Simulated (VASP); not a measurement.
A run of VASP 6.6.1 is set up as follows.

File INCAR:

```
SYSTEM = CsPbBr3
  PREC = Accurate
  ENCUT = 500
  EDIFF = 1E-6
  ISMEAR = 1
  SIGMA = 0.0617
  LREAL = .False.
  LASPH = .True.
  NELM = 120
  ALGO = Normal
  ISIF = 2
  LWAVE = .False.
  LCHARG = .False.
  GGA = PS
  NBANDS = 30
  GGA_COMPAT = .False.
```

KPOINTS

```
Automatic mesh
0
Gamma
  3 3 3
  0.5 0.5 0.5
```

POSCAR

```
CsPbBr3
1.0
    5.6570940000      0.0000000000      0.0000000000
    0.0000000000      5.6570940000      0.0000000000
    0.0000000000      0.0000000000      5.6570940000
Pb Cs Br
1 1 3
Direct
    0.5000000000      0.5000000000      0.5000000000
    0.0000000000      0.0000000000      0.0000000000
    0.0000000000      0.5000000000      0.5000000000
    0.5000000000      0.0000000000      0.5000000000
    0.5000000000      0.5000000000      0.0000000000
```

Potentials or basis: VASP PAW PBE potentials, release 64 (Pb_d, Cs_sv, Br).

Command:

```bash
$ cat potpaw_PBE.64/Pb_d/POTCAR potpaw_PBE.64/Cs_sv/POTCAR potpaw_PBE.64/Br/POTCAR > POTCAR
$ mpirun -np 1 vasp_std > vasp.out
```

(1) Estimate the band gap on the k mesh.

(2) What does it give for the pressure?

Answers

(1) 0.87 eV, direct.

(2) 3.7 GPa.

Caveat: the PAW data sets were made with another functional, which shifts forces and pressure a little; spin-orbit coupling is left out, which moves the levels of the heavy elements.
